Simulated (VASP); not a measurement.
Wanted: the native input for a VASP 6.6.1 run.

| Item | Value |
| --- | --- |
| Task | single point |
| Functional | PBE0 |
| Potentials or basis | VASP PAW PBE potentials, release 64 (Bi_d) |
| Cutoff | 520 eV |
| k mesh | 6 × 6 × 6 |
| Occupations | fermi-dirac, width 0.05 eV |
| Spin | no spin polarisation |
| Dipole correction | no |
| Grid for exact exchange (PRECFOCK) | Normal |
| Further INCAR settings | ALGO = Normal; EDIFF = 1e-07; NBANDS = 14 |
| Share of exact exchange | 0.25 |

The system is Bi.

```xyz
1
Lattice="-2.0075 2.0075 2.0075 2.0075 -2.0075 2.0075 2.0075 2.0075 -2.0075" Properties=species:S:1:pos:R:3 pbc="T T T"
Bi    0.0000    0.0000    0.0000
```

This isn't the form of Bi at room conditions, which is rhombohedral.

The input as run:

POSCAR

```
Bi
1.0
   -2.0075049763      2.0075049763      2.0075049763
    2.0075049763     -2.0075049763      2.0075049763
    2.0075049763      2.0075049763     -2.0075049763
Bi
1
Direct
    0.0000000000      0.0000000000      0.0000000000
```

INCAR.step1

```
ALGO = Normal
EDIFF = 1E-5
ENCUT = 520
GGA = PE
ISIF = 2
ISMEAR = -1
LASPH = T
LCHARG = F
LREAL = F
LWAVE = T
NBANDS = 14
NELM = 80
PREC = Accurate
SIGMA = 0.05
```

INCAR.step2

```
AEXX = 0.25
ALGO = Normal
EDIFF = 1E-7
ENCUT = 520
GGA = PE
ISIF = 2
ISMEAR = -1
ISTART = 1
LASPH = T
LCHARG = F
LHFCALC = T
LREAL = F
LWAVE = F
NBANDS = 14
NELM = 80
PREC = Accurate
PRECFOCK = Normal
SIGMA = 0.05
```

KPOINTS

```
k-points
0
Gamma
  6 6 6
```

Potentials or basis: VASP PAW PBE potentials, release 64 (Bi_d).

Launch:

```sh
$ cat potpaw_PBE.64/Bi_d/POTCAR > POTCAR
$ cp INCAR.step1 INCAR
$ mpirun -np 1 vasp_std > vasp.out
$ cp INCAR.step2 INCAR
$ mpirun -np 1 vasp_std > vasp.out
```

It gave:

| Item | Value |
| --- | --- |
| Pressure | -2.8 GPa |
| Band gap on the k mesh | zero (an odd number of electrons rules out a gap without spin polarisation) |

Caveat: the k points lie up to 0.37 Å⁻¹ apart, too coarse for converged energies and pressures of a metal; the PAW data sets were made with another functional, which shifts forces and pressure a little; spin-orbit coupling is left out, which moves the levels of the heavy elements.

Run time: 33 min on 1 thread of AMD EPYC 7R43 64-Core Processor (Zen 3), on a shared host, peak memory 0.15 GiB.
